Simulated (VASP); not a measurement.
Write the native input for VASP 6.6.1 that does the following.

```yaml
Task: single point
Functional: PBEsol
Potentials_or_basis: VASP PAW PBE potentials, release 64 (As)
Cutoff: 520 eV
k_mesh: 12 × 12 × 12
Occupations: fermi-dirac, width 0.05 eV
Spin: no spin polarisation
Dipole_correction: no
Further_INCAR_settings: ALGO = Normal; EDIFF = 1e-06; NBANDS = 12
```

The structure of As lies in POSCAR:

```
As
1.0
    1.8455844133      1.0655486578      3.6415376950
   -1.8455844133      1.0655486578      3.6415376950
    0.0000000000     -2.1310973156      3.6415376950
As
2
Direct
    0.2244335900      0.2244335900      0.2244335900
    0.7755664100      0.7755664100      0.7755664100
```

These files were run (other wordings do the same):

INCAR

```
PREC = Accurate ; ENCUT = 520
EDIFF = 1E-6 ; ISMEAR = -1
SIGMA = 0.05 ; LREAL = F
LASPH = T ; NELM = 60
ALGO = Normal ; ISIF = 2
LWAVE = F ; LCHARG = T
GGA = PS ; LELF = T
LVHAR = T ; NBANDS = 12
```

KPOINTS

```
Automatic mesh
0
Gamma
  12 12 12
```

Potentials or basis: VASP PAW PBE potentials, release 64 (As).

Command:

```console
$ cat potpaw_PBE.64/As/POTCAR > POTCAR
$ mpirun -np 1 vasp_std > vasp.out
```

It gave:

- Pressure: 3.0 GPa
- Largest force: 0.660 eV/Å
- Band gap on the k mesh: zero (bands 5 and 6 overlap by 0.60 eV)

Caveat: the PAW data sets were made with another functional, which shifts forces and pressure a little.

Wall time 110 s on 1 thread of Intel Xeon 8259CL (shared host), peak memory 0.23 GiB.
